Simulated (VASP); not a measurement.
A run of VASP 6.6.1 is set up as follows.

File INCAR:

```
PREC = Accurate
ENCUT = 520
EDIFF = 1E-6
ISMEAR = 0
SIGMA = 0.1
LREAL = Auto
LASPH = True
NELM = 60
ALGO = Normal
ISIF = 2
LWAVE = False
LCHARG = False
GGA = PE
NBANDS = 40
```

KPOINTS

```
regular mesh
0
Gamma
  12 12 2
```

POSCAR

```
Al4B3P
1.0
    3.0391865544      0.0000000000      0.0000000000
   -1.5195932772      2.6320127630      0.0000000000
    0.0000000000      0.0000000000     23.8228676066
Al B P
8 6 2
Direct
    0.6666666667      0.3333333333      0.3603159024
    0.0000000000      0.0000000000      0.7923932010
    0.0000000000      0.0000000000      0.2076067990
    0.0000000000      0.0000000000      0.9306436033
    0.0000000000      0.0000000000      0.0693563967
    0.3333333333      0.6666666667      0.6396840976
    0.3333333333      0.6666666667      0.4535831837
    0.6666666667      0.3333333333      0.5464168163
    0.6666666667      0.3333333333      0.8630288875
    0.3333333333      0.6666666667      0.8604447805
    0.3333333333      0.6666666667      0.1369711125
    0.6666666667      0.3333333333      0.1395552195
    0.3333333333      0.6666666667      0.9993403156
    0.6666666667      0.3333333333      0.0006596844
    0.3333333333      0.6666666667      0.2818004439
    0.6666666667      0.3333333333      0.7181995561
```

Potentials or basis: VASP PAW PBE potentials, release 64 (Al, B, P).

Launch:

```bash
$ cat potpaw_PBE.64/Al/POTCAR potpaw_PBE.64/B/POTCAR potpaw_PBE.64/P/POTCAR > POTCAR
$ mpirun -np 1 vasp_std > vasp.out
```

Problem. Predict the pressure.

Solution. -0.1 GPa.

Problem. Predict the largest force.

Solution. 0.006 eV/Å.

Forces in eV/Å, atoms in the order of the input:
```
Al   0.000  0.000  0.001
Al   0.000  0.000  0.006
Al   0.000  0.000 -0.006
Al   0.000  0.000 -0.001
Al   0.000  0.000  0.001
Al   0.000  0.000 -0.001
Al   0.000  0.000  0.005
Al   0.000  0.000 -0.005
B    0.000  0.000 -0.004
B    0.000  0.000  0.001
B    0.000  0.000  0.004
B    0.000  0.000 -0.001
B    0.000  0.000  0.006
B    0.000  0.000 -0.006
P    0.000  0.000  0.002
P    0.000  0.000 -0.002
```
